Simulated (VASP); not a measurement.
BaF2: single point with PBEsol

BaF2:

```
Ba F
1.0
     0.00000    3.12171   -3.12171
     6.24342    0.00000    0.00000
    -3.12171   -6.24342   -3.12171
Ba F
3 6
Cartesian
  0.0000 0.0000 0.0000
  0.0000 -3.1217 -3.1217
  3.1217 0.0000 -3.1217
  1.5609 -1.5609 -1.5609
  4.6826 1.5609 -1.5609
  -1.5609 -1.5609 -4.6826
  1.5609 -1.5609 -4.6826
  4.6826 -1.5609 -1.5609
  1.5609 1.5609 -1.5609
```

```
Program                : VASP 6.6.1
Task                   : single point
Functional             : PBEsol
Potentials or basis    : VASP PAW PBE potentials, release 64 (Ba_sv, F)
Cutoff                 : 600 eV
k mesh                 : 6 × 6 × 6
Occupations            : gaussian, width 0.02 eV
Spin                   : no spin polarisation
Dipole correction      : no
Further INCAR settings : ALGO = Normal; EDIFF = 1e-06; NBANDS = 46
```

```json
{
  "Pressure": "-1.9 GPa",
  "Band gap on the k mesh": "6.54 eV"
}
```

Levels at points of the mesh, in eV from the valence-band top:
```tsv
k point	band 34	band 35	band 36	band 37	band 38	band 39
(0.00, 0.00, 0.00)	-0.07	-0.07	-0.07	6.54	7.62	7.62
(0.50, 0.00, 0.00)	-0.12	-0.05	-0.05	7.14	7.71	7.71
(0.00, 0.50, 0.00)	-0.10	-0.07	-0.07	7.87	7.87	8.87
(0.50, 0.50, 0.00)	-0.17	-0.13	-0.13	7.64	7.64	8.87
(0.00, 0.00, 0.50)	-0.12	-0.01	-0.01	7.14	7.82	7.82
```

Run time: 6.5 min on 1 thread of Intel(R) Xeon(R) Platinum 8375C CPU @ 2.90GHz (Ice Lake), with other jobs on the host, peak memory 0.55 GiB.

Caveat: the PAW data sets were made with another functional, which shifts forces and pressure a little; spin-orbit coupling is left out, which moves the levels of the heavy elements. A k mesh can miss the band edges.
